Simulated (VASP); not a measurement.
# HfO2 (R-3m) in VASP: a series of runs, part 2 of 2

VASP 6.6.1.

### Step 3. Relaxation of cell and atoms, PBE

This run uses another cell than the first one, of 11.58 Å³/atom.

File INCAR:

```
SYSTEM = HfO2
ALGO     = Normal         ! electronic algorithm
EDIFF    = 1E-6           ! SCF threshold, eV
EDIFFG   = -0.04          ! ionic threshold
ENCUT    = 600            ! plane-wave cutoff, eV
GGA      = PE             ! functional
IBRION   = 2              ! ionic algorithm
ISIF     = 3              ! what is computed and relaxed
ISMEAR   = 0              ! smearing method
LASPH    = .True.         ! aspherical terms in the spheres
LCHARG   = .False.        ! write CHGCAR
LREAL    = .False.        ! projectors in reciprocal space
LWAVE    = .False.        ! write WAVECAR
NELM     = 60             ! most SCF steps
NSW      = 90             ! ionic steps
PREC     = Accurate       ! precision mode
SIGMA    = 0.1            ! smearing width, eV
```

File KPOINTS:

```
k-points
0
Gamma
  6 6 6
  0 0 0
```

File POSCAR:

```
HfO2
1.0
    1.4919847344      0.8613977880      4.5061755668
   -1.4919847344      0.8613977880      4.5061755668
    0.0000000000     -1.7227955761      4.5061755668
Hf O
1 2
Direct
    0.0000000000      0.0000000000      0.0000000000
    0.7500000000      0.7500000000      0.7500000000
    0.2500000000      0.2500000000      0.2500000000
```

Potentials or basis: VASP PAW PBE potentials, release 64 (Hf_pv, O).

Started as:

```sh
$ cat potpaw_PBE.64/Hf_pv/POTCAR potpaw_PBE.64/O/POTCAR > POTCAR
$ mpirun -np 1 vasp_std > vasp.out
```

It took 14 min on 1 thread of Intel Xeon 8259CL, shared host; peak memory 0.26 GiB.

The run converged. Its results:

```yaml
Free_energy: -29.8465 eV
Relaxed_volume: 14.00 Å³/atom
Relaxed_cell: a = 4.964 Å, b = 4.964 Å, c = 4.964 Å, α = 38.19°, β = 38.19°, γ = 38.19°
Space_group_after_relaxing_to_0.1_Å: R-3m (No. 166)
Energy_gained_by_relaxing: 333.3 meV/atom
Ionic_steps: 21
Pressure_after_relaxing: 0.3 GPa
Largest_force_after_relaxing: 0.010 eV/Å
Band_gap_on_the_k_mesh: 4.54 eV (least direct gap 4.86 eV)
```

Forces on the atoms (eV/Å):
```
Hf   0.000  0.000  0.000
O    0.000  0.000 -0.010
O    0.000  0.000  0.010
```

Stress tensor (GPa, compression positive):
```
0.40 0.00 0.00
0.00 0.40 0.00
0.00 0.00 0.05
```

The path:
```tsv
step	energy change (eV)	largest force (eV/Å)	pressure (GPa)	volume (Å³)
1	0.0000	1.2043	28.04	34.75
2	-0.1987	2.4264	-26.49	45.60
3	-0.7134	2.1619	-8.75	40.21
4	-0.9877	0.1933	0.07	39.25
5	-0.9916	0.0818	-1.04	39.37
6	-0.9916	0.0381	-0.87	39.35
7	-0.9918	0.0541	1.48	39.01
8	-0.9926	0.0111	0.35	39.17
9	-0.9926	0.0086	0.34	39.17
10	-0.9930	0.0253	0.23	39.24
11	-0.9933	0.0962	0.01	39.37
12	-0.9935	0.0931	0.12	39.41
13	-0.9942	0.0802	0.42	39.53
14	-0.9948	0.0550	1.03	39.78
15	-0.9951	0.0581	0.96	39.83
16	-0.9957	0.0682	0.74	39.99
17	-0.9967	0.0892	0.35	40.30
18	-0.9978	0.1274	-0.37	40.92
19	-0.9980	0.1465	-0.66	41.19
20	-0.9987	0.1129	-0.44	41.39
21	-0.9998	0.0096	0.28	41.99
```

Final structure:
```
Hf O
1.0
     1.62385    0.93753    4.59642
    -1.62385    0.93753    4.59642
     0.00000   -1.87506    4.59642
Hf O
1 2
Direct
  0.00000 0.00000 0.00000
  0.73603 0.73603 0.73603
  0.26397 0.26397 0.26397
```

Levels at points of the mesh, in eV from the valence-band top:
```csv
k point,band 7,band 8,band 9,band 10,band 11,band 12,band 13,band 14,band 15
"(0.00, 0.00, 0.00)",-3.74,-3.74,-0.32,-0.32,-0.07,5.04,5.04,5.35,8.06
"(0.50, 0.00, 0.00)",-2.70,-1.79,-1.78,-1.02,-0.68,5.14,5.93,7.01,9.69
"(0.50, 0.50, 0.00)",-2.55,-2.12,-1.18,-0.95,-0.32,4.54,5.94,7.04,9.77
"(0.50, 0.50, 0.50)",-3.70,-2.79,-1.40,-0.39,-0.39,5.08,5.08,5.93,9.21
```

Caveat: the volume moved by over 15 % at a fixed basis, so the end points are rough; spin-orbit coupling is left out, which moves the levels of the heavy elements.

### Step 4. Single point, PBE

This run uses another cell than the first one, of 14.38 Å³/atom.

File INCAR:

```
ALGO = Normal ; EDIFF = 1E-6
ENCUT = 520 ; GGA = PE
ISIF = 2 ; ISMEAR = 0
LASPH = True ; LCHARG = False
LREAL = False ; LWAVE = False
NBANDS = 18 ; NELM = 80
PREC = Accurate ; SIGMA = 0.02
```

File KPOINTS:

```
k-points
0
Gamma
  12 12 12
```

File POSCAR:

```
HfO2
1.0
    1.6311941925      0.9417704062      4.6798516048
   -1.6311941925      0.9417704062      4.6798516048
    0.0000000000     -1.8835408123      4.6798516048
Hf O
1 2
Direct
    0.0000000000      0.0000000000      0.0000000000
    0.7351686080      0.7351686080      0.7351686080
    0.2648313920      0.2648313920      0.2648313920
```

Potentials or basis: VASP PAW PBE potentials, release 64 (Hf_pv, O).

Started as:

```sh
$ cat potpaw_PBE.64/Hf_pv/POTCAR potpaw_PBE.64/O/POTCAR > POTCAR
$ mpirun -np 1 vasp_std > vasp.out
```

OUTCAR:

```text
EDIFF = 1E-6
   ENCUT = 520
   GGA = PE
   ISIF = 2
   ISMEAR = 0
   LASPH = True
   LREAL = False
   NELM = 80
   PREC = Accurate

 ion  position               nearest neighbor table
   1  0.000  0.000  0.000-   2 2.11   2 2.11   3 2.11   3 2.11   2 2.11   3 2.11
   2  0.735  0.735  0.735-   1 2.11   1 2.11   1 2.11
   3  0.265  0.265  0.265-   1 2.11   1 2.11   1 2.11

  LATTYP: Found a trigonal (rhomboedric) cell.
 ALAT       =     5.0446741257
 COS(alpha) =     0.7908898591

[... 197 lines left out ...]
      6      -2.9762      2.00000
[... 481 lines left out ...]
      5     -14.7646      2.00000
      6      -3.0726      2.00000
[... 10 lines left out ...]
     17      12.3651      0.00000
     18      14.0476      0.00000

 [... further k-points ...]
[... 5 lines left out ...]
  --------------------------------------------------------------------------------------
  -------------------------------------------------------------------------------------
  Total       -0.7678556     -0.7678556     -0.4080419      0.0000000     -0.0000000      0.0000000
  in kB      -28.5204326    -28.5204326    -15.1558838      0.0000000     -0.0000000      0.0000000
  external PRESSURE =     -24.0655830 kB  Pullay stress =       0.0000000 kB

 VOLUME and BASIS-vectors are now :
 -----------------------------------------------------------------------------
  energy-cutoff  :      520.00
  volume of cell :       43.14
      direct lattice vectors                 reciprocal lattice vectors
     1.631194192  0.941770406  4.679851605     0.306523897  0.176971654  0.071227330
    -1.631194192  0.941770406  4.679851605    -0.306523897  0.176971654  0.071227330
     0.000000000 -1.883540812  4.679851605     0.000000000 -0.353943308  0.071227330

 POSITION                                       TOTAL-FORCE (eV/Angst)
 -----------------------------------------------------------------------------------
      0.00000      0.00000      0.00000         0.000000      0.000000     -0.000000
      0.00000      0.00000     10.32144        -0.000000     -0.000000     -0.195431
      0.00000      0.00000      3.71811        -0.000000      0.000000      0.195431
 -----------------------------------------------------------------------------------
    total drift:                                0.000000      0.000000     -0.000000

  FREE ENERGIE OF THE ION-ELECTRON SYSTEM (eV)
  ---------------------------------------------------
  free  energy   TOTEN  =       -29.8511791010 eV

  energy  without entropy=      -29.8511791010  energy(sigma->0) =      -29.85117910
```

stdout:

```text
POSCAR found type information on POSCAR HfO
 POSCAR found :  2 types and       3 ions
 scaLAPACK will be used
 LDA part: xc-table for (Slater+PW92), standard interpolation
 POSCAR, INCAR and KPOINTS ok, starting setup
 FFT: planning ... GRIDC
 FFT: planning ... GRID_SOFT
 FFT: planning ... GRID
 WAVECAR not read
 entering main loop
```

Run time: 6.5 min. Hardware: 1 thread of Intel Xeon 8259CL, shared host; peak memory 0.33 GiB.

Results:

```
Free energy            : -29.8512 eV
Pressure               : -2.4 GPa
Largest force          : 0.195 eV/Å
Band gap on the k mesh : 4.48 eV (least direct gap 4.82 eV)
```

Forces in eV/Å, atoms in the order of the input:
```
Hf   0.000  0.000  0.000
O    0.000  0.000 -0.195
O    0.000  0.000  0.195
```

Stress tensor (GPa, compression positive):
```
-2.85  0.00  0.00
 0.00 -2.85  0.00
 0.00  0.00 -1.52
```

Caveat: spin-orbit coupling is left out, which moves the levels of the heavy elements.

### Step 5. The runs side by side

| task | cell | k mesh | cutoff (eV) | smearing | gap on the mesh (eV) | pressure (GPa) | largest force (eV/Å) |
| --- | --- | --- | --- | --- | --- | --- | --- |
| single point | a = 4.911 Å, angles 38.8°, 3 atoms, atomic positions A | 6 × 6 × 6 | 520 | gaussian 0.1 eV | 4.43 | -2.3 | 0.19 |
| relaxation of cell and atoms | relaxed from a = 4.824 Å, angles 36.0°, 3 atoms, atomic positions B | 6 × 6 × 6 | 600 | gaussian 0.1 eV | 4.54 | 0.3 | 0.01 |
| single point | a = 5.045 Å, angles 37.7°, 3 atoms, atomic positions C | 12 × 12 × 12 | 520 | gaussian 0.02 eV | 4.48 | -2.4 | 0.20 |

Alike in all rows: level PBE; potentials or basis VASP PAW PBE potentials, release 64 (Hf_pv, O); no spin polarisation.

Caveats: spin-orbit coupling is left out, which moves the levels of the heavy elements; the volume moved by over 15 % at a fixed basis, so the end points are rough (at least some runs).

Total energies depend on the potentials used, so only differences within one code and one set of settings carry meaning.
